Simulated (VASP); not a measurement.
# KCl (I4/mmm) in VASP: notebook

KCl is run at these levels: PBE; tasks: G0W0 quasiparticle levels.

All numbers are computed with VASP 6.6.1; they aren't measurements. Logs are shortened: lines on timing, memory, paths and dates and some standing lists are left out, and cuts for length are marked.

## 1. The cell of the first run

Symmetry: I4/mmm, No. 139, tetragonal system. The conventional cell has a = 4.447 Å, b = 4.447 Å, c = 6.604 Å, α = 90.00°, β = 90.00°, γ = 90.00°. K (site symmetry 4/mmm) has 6 Cl at 3.14 to 3.30 Å within 4.1 Å. Cl (site symmetry 4/mmm) has 6 K at 3.14 to 3.30 Å within 4.1 Å.

## 2. G0W0 quasiparticle levels, PBE

File POSCAR:

```
KCl
1.0
    0.0000000000      3.1448483123      3.3020907279
    3.1448483123      0.0000000000      3.3020907279
    3.1448483123      3.1448483123      0.0000000000
K Cl
1 1
Direct
    0.0000000000      0.0000000000      0.0000000000
    0.5000000000      0.5000000000      0.5000000000
```

File INCAR.step1:

```
SYSTEM = KCl
PREC = Accurate ; ENCUT = 500
EDIFF = 1E-8 ; ISMEAR = 0
SIGMA = 0.01 ; LREAL = .False.
LASPH = .True. ; NELM = 100
ALGO = Normal ; LWAVE = .True.
LCHARG = .False. ; GGA = PE
```

File INCAR.step2:

```
SYSTEM = KCl
PREC = Accurate ; ENCUT = 500
EDIFF = 1E-8 ; ISMEAR = 0
SIGMA = 0.01 ; LREAL = .False.
LASPH = .True. ; NELM = 1
ALGO = Exact ; LWAVE = .True.
LCHARG = .False. ; GGA = PE
NBANDS = 280 ; LOPTICS = .True.
ISTART = 1
```

File INCAR.step3:

```
SYSTEM = KCl
PREC = Accurate ; ENCUT = 500
EDIFF = 1E-8 ; ISMEAR = 0
SIGMA = 0.01 ; LREAL = .False.
LASPH = .True. ; ALGO = EVGW0
LWAVE = .False. ; LCHARG = .False.
GGA = PE ; NELMGW = 1
NBANDS = 280 ; ENCUTGW = 150.0
NOMEGA = 48 ; PRECFOCK = Fast
ISTART = 1 ; NBANDSGW = 16
```

File KPOINTS:

```
regular mesh
0
Gamma
  4 4 4
  0 0 0
```

Potentials or basis: VASP PAW PBE potentials, release 64 (K_sv_GW, Cl_GW).

Command:

```bash
$ cat potpaw_PBE.64/K_sv_GW/POTCAR potpaw_PBE.64/Cl_GW/POTCAR > POTCAR
$ cp INCAR.step1 INCAR
$ mpirun -np 1 vasp_std > vasp.out
$ cp INCAR.step2 INCAR
$ mpirun -np 1 vasp_std > vasp.out
$ cp INCAR.step3 INCAR
$ mpirun -np 1 vasp_std > vasp.out
```

OUTCAR:

```text
SYSTEM = KCl
   PREC = Accurate
   ENCUT = 500
   EDIFF = 1E-8
   ISMEAR = 0
   LREAL = .False.
   LASPH = .True.
   GGA = PE
   NELMGW = 1
   ENCUTGW = 150.0
   PRECFOCK = Fast
   ISTART = 1

 ion  position               nearest neighbor table
   1  0.000  0.000  0.000-
   2  0.500  0.500  0.500-

  LATTYP: Found a body centered tetragonal cell.
 ALAT       =     4.4474871349
 C/A-ratio  =     1.4849242405

  Lattice vectors:

 A1 = (  -3.1448483123,   0.0000000000,   3.3020907279)
 A2 = (   3.1448483123,   0.0000000000,   3.3020907279)
 A3 = (   0.0000000000,   3.1448483123,  -3.3020907279)

Analysis of symmetry for initial positions (statically):
=====================================================================
 Subroutine PRICEL returns:
 Original cell was already a primitive cell.

 Routine SETGRP: Setting up the symmetry group for a
 body centered tetragonal supercell.

 Subroutine GETGRP returns: Found 16 space group operations
 (whereof 16 operations were pure point group operations)
 out of a pool of 16 trial point group operations.

The static configuration has the point symmetry D_4h.

Analysis of symmetry for dynamics (positions and initial velocities):
=====================================================================
 Subroutine PRICEL returns:
 Original cell was already a primitive cell.

 Routine SETGRP: Setting up the symmetry group for a
 body centered tetragonal supercell.

 Subroutine GETGRP returns: Found 16 space group operations
 (whereof 16 operations were pure point group operations)
 out of a pool of 16 trial point group operations.

The dynamic configuration has the point symmetry D_4h.

 Subroutine INISYM returns: Found 16 space group operations
 (whereof 16 operations are pure point group operations),
 and found     1 'primitive' translations

----------------------------------------------------------------------------------------

                                     Primitive cell

  volume of cell :      65.3158

  direct lattice vectors                    reciprocal lattice vectors
     0.000000000  3.144848312  3.302090728    -0.158990180  0.158990180  0.151419219
     3.144848312  0.000000000  3.302090728     0.158990180 -0.158990180  0.151419219
     3.144848312  3.144848312  0.000000000     0.158990180  0.158990180 -0.151419219

  length of vectors
     4.560030053  4.560030053  4.447487135     0.271078466  0.271078466  0.271078466

  position of ions in fractional coordinates (direct lattice)
     0.000000000  0.000000000  0.000000000
     0.500000000  0.500000000  0.500000000

  ion indices of the primitive-cell ions
   primitive index   ion index
                 1           1
                 2           2

----------------------------------------------------------------------------------------

 KPOINTS: regular mesh

Automatic generation of k-mesh.
 Grid dimensions read from file:
 generate k-points for:    4    4    4

 Generating k-lattice:

  Cartesian coordinates                     Fractional coordinates (reciprocal lattice)
    -0.039747545  0.039747545  0.037854805     0.250000000  0.000000000  0.000000000
     0.039747545 -0.039747545  0.037854805     0.000000000  0.250000000  0.000000000
     0.039747545  0.039747545 -0.037854805     0.000000000  0.000000000  0.250000000

  Length of vectors
     0.067769617  0.067769617  0.067769617

  Shift w.r.t. Gamma in fractional coordinates (k-lattice)
     0.000000000  0.000000000  0.000000000

 Subroutine IBZKPT returns following result:
 ===========================================

 Found     13 irreducible k-points:

 Following reciprocal coordinates:
            Coordinates               Weight
  0.000000  0.000000  0.000000      1.000000
  0.250000  0.000000  0.000000      8.000000
  0.500000  0.000000  0.000000      4.000000
  0.250000  0.250000  0.000000      2.000000
  0.500000  0.250000  0.000000      8.000000
 -0.250000  0.250000  0.000000      4.000000
  0.500000  0.500000  0.000000      1.000000
  0.250000  0.000000  0.250000      4.000000
  0.500000  0.000000  0.250000     16.000000
 -0.250000  0.000000  0.250000      8.000000
 -0.250000  0.500000  0.250000      4.000000
  0.500000  0.000000  0.500000      2.000000
 -0.250000  0.250000  0.500000      2.000000
   k-points           NKPTS =     13   k-points in BZ     NKDIM =     64   number of bands    NBANDS=    280
   number of dos      NEDOS =    301   number of ions     NIONS =      2
   total plane-waves  NPLWV =  41472
   dimension x,y,z NGX =    36 NGY =   36 NGZ =   32
   dimension x,y,z NGXF=    72 NGYF=   72 NGZF=   64
   ions per type =               1   1
   NGX,Y,Z   is equivalent  to a cutoff of  13.12, 13.12, 11.96 a.u.
   NGXF,Y,Z  is equivalent  to a cutoff of  26.25, 26.25, 23.92 a.u.
 SYSTEM =  KCl
   PREC   = accura    normal or accurate (medium, high low for compatibility)
   ISTART =      1    job   : 0-new  1-cont  2-samecut
   ICHARG =      0    charge: 1-file 2-atom 10-const
   ISPIN  =      1    spin polarized calculation?
   LNONCOLLINEAR =      F non collinear calculations
   LSORBIT =      F    spin-orbit coupling
   LASPH  =      T    aspherical Exc in radial PAW
   ENCUT  =  500.0 eV  36.75 Ry    6.06 a.u.   8.31  8.31  8.11*2*pi/ulx,y,z
   NELM   =     60;   NELMIN=  2; NELMDL=  0     # of ELM steps
   EDIFF  = 0.1E-07   stopping-criterion for ELM
   LREAL  =      F    real-space projection
   EDIFFG = 0.1E-06   stopping-criterion for IOM
   NSW    =      0    number of steps for IOM
   IBRION =     -1    ionic relax: 0-MD 1-quasi-New 2-CG
   NFREE  =      0    steps in history (QN), initial steepest desc. (CG)
   ISIF   =      0    stress and relaxation
   ISYM   =      3    0-nonsym 1-usesym 2-fastsym
   POTIM  = 0.5000    time-step for ionic-motion
   TEBEG  =    0.0;   TEEND  =   0.0 temperature during run
   PSTRESS=    0.0 pullay stress
   NELECT =      16.0000    total number of electrons
   NUPDOWN=      -1.0000    fix difference up-down
   EMIN   =  10.00;   EMAX   =-10.00  energy-range for DOS
   EFERMI =   0.00;   METHOD = LEGACY
   ISMEAR =     0;   SIGMA  =   0.01  broadening in eV -4-tet -1-fermi 0-gaus
   EFERMI_NEDOS =   21; number of points for ismear=-14 and -15
   IALGO  =     38    algorithm
   IMIX   =      4    mixing-type and parameters
     AMIX     =   0.40;   BMIX     =  1.00
     AMIX_MAG =   1.60;   BMIX_MAG =  1.00
  volume/ion in A,a.u.               =      32.66       220.39
  Fermi-wavevector in a.u.,A,eV,Ry     =   1.024335  1.935713 14.276080  1.049262
  Thomas-Fermi vector in A             =   2.158117
   LORBIT       =      0    0 simple, 1 ext, 2 COOP (PROOUT), +10 PAW based schemes
   GGA     = PE    functional components
   LHFCALC =     T    Hartree Fock is set to
   PRECFOCK=fast      Normal, Fast or Accurate (Low or Medium for compatibility)
   ENCUT4O =  -1.0   cutoff for four orbital integrals eV
   NKREDX  =     1    reduce k-point grid by
   NKREDY  =     1    reduce k-point grid by
   NKREDZ  =     1    reduce k-point grid by
   AEXX    =    1.0000 exact exchange contribution
   HFSCREEN=    0.0000 screening length (either q_TF or 0.3 A-1)
   HFSCREENC=   0.0000 screening length for correlation (either q_TF or 0.3 A-1)
   ENCUTFOCK=  -1.0 apply spherical cutoff to Coloumb kernel
   IVDW    =     0    specifies the selected vdW correction
   LEPSILON=     F    determine dielectric tensor
   LRPA    =     F    only Hartree local field effects (RPA)
   LRPAFORCE           =     F    calculate RPA forces
   ENCUTGW             = 150.0    cutoff for response function in eV
   ENCUTGWSOFT         = 120.0    soft cutoff for Coulomb kernel in GW response function in eV
   ENCUTLF             =  -1.0    cutoff for local field effects
   NELMGW              =     1    number of iterations in solving QP/BSE equation
   NELMHF              =     1    number of iterations in the inner HF iteration
   NKREDLFX            =     1    NKREDLFY  =   1   NKREDLFZ  =   1
 non-spin polarized calculation
 Gauss-broadening in eV      SIGMA  =   0.01
  energy-cutoff  :      500.00
  volume of cell :       65.32
 maximum number of plane-waves:      1689
 NGX is ok and might be reduce to    36
  NGX = 18; NGY = 18; NGZ = 18
   NGX = 17   NGY = 17   NGZ = 17
 maximum number of plane-waves:       284

 QP shifts <psi_nk| G(iteration)W_0 |psi_nk>: iteration 1
 for sc-GW calculations column KS-energies equals QP-energies in previous step
 and V_xc(KS)=  KS-energies - (<T + V_ion + V_H > + <T+V_H+V_ion>^1  + <V_x>^1)

 k-point   1 :       0.0000    0.0000    0.0000
  band No.  KS-energies  QP-energies   sigma(KS)   V_xc(KS)     V^pw_x(r,r')   Z            occupation Imag(sigma)

      1     -28.1793     -30.1985     -21.7223     -18.5162     -30.7371       0.6298       2.0000       0.7129
      2     -12.9483     -14.6098     -17.4915     -15.1942     -24.3499       0.7232       2.0000       1.3093
      3     -11.6463     -14.9810     -21.9229     -17.8343     -24.6760       0.8156       2.0000       0.1164
      4     -11.6375     -14.9559     -21.9054     -17.8269     -24.6886       0.8137       2.0000       0.1237
      5     -11.6375     -14.9559     -21.9054     -17.8269     -24.6886       0.8137       2.0000       0.1237
      6      -0.8898      -3.0128     -16.7154     -14.0379     -18.4852       0.7929       2.0000       0.1015
[... 8 lines left out ...]
     15      11.9368      12.1537      -3.8728      -4.1343      -0.6343       0.8294       0.0000      -0.2260
     16      14.7197      17.7189      -9.8628     -13.5097      -5.8951       0.8224       0.0000      -0.1826

 k-point   2 :       0.2500    0.0000    0.0000
  band No.  KS-energies  QP-energies   sigma(KS)   V_xc(KS)     V^pw_x(r,r')   Z            occupation Imag(sigma)

      1     -28.1750     -30.1943     -21.7264     -18.5238     -30.7434       0.6305       2.0000       0.7092
      2     -13.0428     -14.8439     -17.7581     -15.2720     -24.2929       0.7245       2.0000       1.2099
      3     -11.6525     -14.9816     -21.9024     -17.8170     -24.6606       0.8149       2.0000       0.1169
      4     -11.6383     -14.9559     -21.9008     -17.8246     -24.6808       0.8139       2.0000       0.1212
      5     -11.5191     -14.6451     -21.6568     -17.7801     -24.7461       0.8064       2.0000       0.2041
      6      -1.4197      -3.6147     -15.8785     -13.1021     -17.6561       0.7905       2.0000       0.1051
[... 8 lines left out ...]
     15      12.2496      14.4152      -8.0042     -10.6227      -4.4187       0.8270       0.0000      -0.1582
     16      13.0818      15.3817      -8.5588     -11.3680      -4.8478       0.8187       0.0000      -0.1691

 k-point   3 :       0.5000    0.0000    0.0000
  band No.  KS-energies  QP-energies   sigma(KS)   V_xc(KS)     V^pw_x(r,r')   Z            occupation Imag(sigma)

      1     -28.1709     -30.1929     -21.7305     -18.5314     -30.7498       0.6321       2.0000       0.7055
      2     -13.1247     -15.0264     -17.9349     -15.3150     -24.2448       0.7259       2.0000       1.1398
      3     -11.6602     -14.9814     -21.8853     -17.8012     -24.6432       0.8132       2.0000       0.1161
      4     -11.6391     -14.9541     -21.8964     -17.8224     -24.6731       0.8137       2.0000       0.1185
      5     -11.4112     -14.3958     -21.4960     -17.7692     -24.7986       0.8009       2.0000       0.2569
      6      -1.8545      -4.1321     -15.3657     -12.4858     -17.1985       0.7909       2.0000       0.1124
[... 174 lines left out ...]
      1     -28.1677     -30.2005     -21.7352     -18.5368     -30.7541       0.6356       2.0000       0.7079
      2     -12.8570     -14.5206     -17.6065     -15.3354     -24.4473       0.7325       2.0000       1.2939
      3     -11.7582     -15.0750     -21.6558     -17.5524     -24.4542       0.8083       2.0000       0.1395
      4     -11.6963     -15.0032     -21.7925     -17.7023     -24.5839       0.8085       2.0000       0.1309
      5     -11.6875     -15.0091     -21.8392     -17.7419     -24.5972       0.8107       2.0000       0.1214
      6      -1.4819      -3.7189     -16.1275     -13.2994     -17.9632       0.7910       2.0000       0.1068
[... 8 lines left out ...]
     15      10.6753      13.6259      -9.1329     -12.6764      -5.6341       0.8327       0.0000      -0.1205
     16      12.3832      13.3562      -6.7331      -7.9296      -3.0714       0.8132       0.0000      -0.2186

 k-point  13 :      -0.2500    0.2500    0.5000
  band No.  KS-energies  QP-energies   sigma(KS)   V_xc(KS)     V^pw_x(r,r')   Z            occupation Imag(sigma)

      1     -28.1677     -30.2012     -21.7350     -18.5369     -30.7543       0.6358       2.0000       0.7072
      2     -12.9121     -14.6556     -17.7188     -15.3463     -24.3956       0.7349       2.0000       1.2472
      3     -11.7272     -15.0391     -21.7237     -17.6272     -24.5185       0.8085       2.0000       0.1352
      4     -11.7272     -15.0391     -21.7237     -17.6272     -24.5185       0.8085       2.0000       0.1352
      5     -11.6071     -14.8380     -21.7759     -17.7913     -24.6906       0.8109       2.0000       0.1572
      6      -1.3199      -3.5210     -16.3022     -13.5173     -18.1182       0.7903       2.0000       0.1046
[... 8 lines left out ...]
     15      10.6894      13.6552      -9.1610     -12.7252      -5.6572       0.8321       0.0000      -0.1208
     16      11.6222      13.5241      -7.8543     -10.1584      -4.3168       0.8254       0.0000      -0.1560
```

Wall time 15 min (1 thread of Intel Xeon 6975P-C, shared host); peak memory 1 GiB.

Results:

| Quantity | Value |
| --- | --- |
| Band gap on the k mesh, mean-field level | 5.02 eV, direct |
| Quasiparticle gap | 7.84 eV |
| Least direct quasiparticle gap | 7.84 eV |

Levels at points of the mesh, in eV from the valence-band top:
```tsv
k point	band 5	band 6	band 7	band 8	band 9	band 10	band 11	band 12
(0.00, 0.00, 0.00)	-10.77	-0.02	0.00	0.00	5.02	8.14	8.43	8.43
(0.50, 0.00, 0.00)	-10.54	-0.98	-0.30	-0.30	7.42	8.39	10.31	10.38
(0.50, 0.50, 0.00)	-10.81	-0.67	-0.19	-0.19	6.60	8.09	9.57	10.02
(0.50, 0.00, 0.50)	-10.82	-0.61	-0.24	-0.23	6.54	8.14	9.87	10.14
```

Caveat: the k points lie up to 0.43 Å⁻¹ apart; bands, screening cutoff and mesh are small and nothing is extrapolated, so the quasiparticle values aren't converged.

[end of part 1 of 2]
